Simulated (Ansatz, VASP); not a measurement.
## BN: VASP beside Ansatz

```xyz
4
Lattice="2.5682 0.0000 0.0000 -1.2841 2.2241 0.0000 0.0000 0.0000 4.2459" Properties=species:S:1:pos:R:3 pbc="T T T"
B     1.2841    0.7414    0.0006
B     0.0000    1.4828    2.1236
N     1.2841    0.7414    1.5916
N     0.0000    1.4828    3.7146
```

Alike in both runs: functional RPBE; k mesh 12 × 12 × 6; no spin polarisation.

Ansatz relaxed the structure, and its values are those at the end. VASP's run is a single point on that final structure, the one shown.

```csv
,VASP,Ansatz
version,VASP 6.6.1,Ansatz 0.2.0
potentials or method,"VASP PAW PBE potentials, release 64 (B, N), cutoff 520 eV","plane waves, PAW"
occupations,"gaussian, width 0.01 eV",fixed
valence electrons in the cell,16,16
```

Ansatz gave:

| Item | Value |
| --- | --- |
| pressure (GPa) | 0.0 |

Task: What did VASP give for the same quantities?

Result: Pressure (GPa): 0.1.

VASP's potentials were made for PBE, not for RPBE.
